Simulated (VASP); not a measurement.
Write the native input for VASP 6.6.1 that does the following.

```yaml
Task: relaxation of cell and atoms
Functional: PBE
Dispersion: D4
Potentials_or_basis: VASP PAW PBE potentials, release 64 (Ta_pv, Te)
Cutoff: 600 eV
k_mesh: 8 × 8 × 8
Occupations: fermi-dirac, width 0.05 eV
Spin: no spin polarisation
Dipole_correction: no
Further_INCAR_settings: ALGO = Normal; EDIFF = 1e-06; IBRION = 2; EDIFFG = -0.01; NSW = 60; ISIF = 3
```

The structure of TaTe lies in POSCAR:

```
TaTe
1.0
    3.4200900000      0.0000000000      0.0000000000
    0.0000000000      3.4200900000      0.0000000000
    0.0000000000      0.0000000000      3.4200900000
Ta Te
1 1
Direct
    0.5000000000      0.5000000000      0.5000000000
    0.0000000000      0.0000000000      0.0000000000
```

One way to write it, as run:

INCAR

```
SYSTEM = TaTe
PREC = Accurate ; ENCUT = 600
EDIFF = 1E-6 ; ISMEAR = -1
SIGMA = 0.05 ; LREAL = .FALSE.
LASPH = .TRUE. ; NELM = 60
ALGO = Normal ; ISIF = 3
LWAVE = .FALSE. ; LCHARG = .FALSE.
GGA = PE ; IVDW = 13
IBRION = 2 ; NSW = 60
EDIFFG = -0.01
```

KPOINTS

```
Automatic mesh
0
G
  8 8 8
  0 0 0
```

Potentials or basis: VASP PAW PBE potentials, release 64 (Ta_pv, Te).

The run is started by

```sh
$ cat potpaw_PBE.64/Ta_pv/POTCAR potpaw_PBE.64/Te/POTCAR > POTCAR
$ mpirun -np 1 vasp_std > vasp.out
```

It gave:

```yaml
Relaxed_volume: 19.51 Å³/atom
Relaxed_cell: a = 3.392 Å, b = 3.392 Å, c = 3.392 Å, α = 90.00°, β = 90.00°, γ = 90.00°
Space_group_after_relaxing_to_0.05_Å: Pm-3m (No. 221)
Energy_gained_by_relaxing: 6.0 meV/atom
Ionic_steps: 3
Pressure_after_relaxing: 0.0 GPa
Dispersion_energy_per_atom: -0.509 eV
```

Caveat: pairwise dispersion overbinds metals, which lowers pressure and volume.

It took 69 s on 1 thread of Intel(R) Xeon(R) Platinum 8175M CPU @ 2.50GHz (Skylake/Cascade Lake), on a shared host, peak memory 0.18 GiB.
